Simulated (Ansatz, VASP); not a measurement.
Ta: VASP beside Ansatz

The input INCAR:

```
SYSTEM = Ta
PREC     = Accurate       ! precision mode
ENCUT    = 520            ! plane-wave cutoff, eV
EDIFF    = 1E-6           ! SCF threshold, eV
ISMEAR   = 0              ! smearing method
SIGMA    = 0.05           ! smearing width, eV
LREAL    = .False.        ! projectors in reciprocal space
LASPH    = .True.         ! aspherical terms in the spheres
NELM     = 150            ! most SCF steps
ALGO     = Normal         ! electronic algorithm
ISIF     = 2              ! what is computed and relaxed
LWAVE    = .False.        ! write WAVECAR
LCHARG   = .False.        ! write CHGCAR
LNONCOLLINEAR= .True.         ! non-collinear magnetism
MAGMOM   = 0 0 0          ! initial moments
LORBIT   = 11             ! projections on sites
LSORBIT  = .True.         ! spin-orbit coupling
GGA_COMPAT= .False.      
LORBMOM  = .True.       
LMAXMIX  = 4              ! l up to which the mixer works
GGA      = PS             ! functional
NBANDS   = 22             ! bands
```

The input KPOINTS:

```
regular mesh
0
Gamma
  22 22 22
  0 0 0
```

File POSCAR:

```
Ta
1.0
   -1.6673475978      1.6673475978      1.6673475978
    1.6673475978     -1.6673475978      1.6673475978
    1.6673475978      1.6673475978     -1.6673475978
Ta
1
Direct
    0.0000000000      0.0000000000      0.0000000000
```

Input for Ansatz:

```yaml
crystal:
  lattice:
    - [-1.6673475978, 1.6673475978, 1.6673475978]
    - [1.6673475978, -1.6673475978, 1.6673475978]
    - [1.6673475978, 1.6673475978, -1.6673475978]
  atoms:
    - { symbol: Ta, position: [0.0, 0.0, 0.0] }
scf:
  occupations: { method: gaussian, width: 0.05 }
output:
  forces: true
  stress: true
  eigenvalues: true
  write_density: true
  write_potential: true
  elf: true
  volumetric_format: npy
hamiltonian:
  xc: pbesol
magnetization:
  noncollinear: true
  spin_orbit: true
basis:
  ecutwfc: 450
kpoints:
  mp_grid: { grid: [22, 22, 22] }
```

Alike in both runs: task single point; functional PBEsol; k mesh 22 × 22 × 22; occupations gaussian, width 0.05 eV; non-collinear spin, spin-orbit coupling.

|  | VASP | Ansatz |
| --- | --- | --- |
| version | VASP 6.6.1 | Ansatz 0.2.0 |
| potentials or method | VASP PAW PBE potentials, release 64 (Ta_pv), cutoff 520 eV | plane waves, PAW |
| valence electrons in the cell | 11 | 13 |

|  | VASP | Ansatz | Ansatz less VASP |
| --- | --- | --- | --- |
| pressure (GPa) | -9.2 | -9.1 | +0.10 |

VASP's potentials were made for PBE, not for PBEsol. VASP's potentials hold 11 valence electrons a cell and Ansatz's 13, so a difference there can come from the potentials and not from the codes.
